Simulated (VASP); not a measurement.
Input of a VASP 6.6.1 run:

The input INCAR:

```
ALGO = Normal ; EDIFF = 1E-7
EDIFFG = -0.025 ; ENCUT = 500
GGA = PE ; GGA_COMPAT = F
IBRION = 2 ; ISIF = 3
ISMEAR = 0 ; LASPH = T
LCHARG = F ; LREAL = F
LWAVE = F ; NELM = 120
NELMIN = 4 ; NSW = 80
PREC = Accurate ; SIGMA = 0.1
```

KPOINTS

```
k-points
0
Gamma
  2 2 2
```

File POSCAR:

```
Zn3Se2S
1.0
   -0.1145479513      0.0102129701     -6.5069864478
   -0.1236802436      6.8660986016     -0.0107803092
    6.0910438097     -3.5402366894      0.1101777422
Zn Se S
6 4 2
Direct
    0.0007436693      0.5058936164      0.6808023993
    0.9712300393      0.1502230454      0.9987502622
   -0.0096300405      0.8254957719      0.3237645197
    0.4896582590      0.1919905512      0.6783246159
    0.4938683397      0.8264668316      0.9961270315
    0.5212381295      0.4898114599      0.3181704145
    0.6420154949      0.5119150705      0.6744607577
    0.6208600895      0.8372224286      0.3363562145
    0.1077909952      0.1841493129      0.6853317875
    0.1186128243      0.4864449707      0.3242206653
    0.6098529355      0.1519168104      0.9843966450
    0.1237593242      0.8384701306      0.9992946869
```

Potentials or basis: VASP PAW PBE potentials, release 64 (Zn, Se, S).

Launch:

```console
$ cat potpaw_PBE.64/Zn/POTCAR potpaw_PBE.64/Se/POTCAR potpaw_PBE.64/S/POTCAR > POTCAR
$ mpirun -np 1 vasp_std > vasp.out
```

Task: What does it give for the relaxed volume?

Result: 22.40 Å³/atom.

Task: What does it give for the band gap on the k mesh?

Result: 1.47 eV.

Task: What does it give for the relaxed cell?

Result: a = 6.527 Å, b = 6.891 Å, c = 6.900 Å, α = 119.99°, β = 89.99°, γ = 89.99°.

Stress tensor (GPa, compression positive):
```
0.09 0.02 0.01
0.02 0.08 0.01
0.01 0.01 0.00
```

Caveat: the k points lie up to 0.53 Å⁻¹ apart in the final cell.
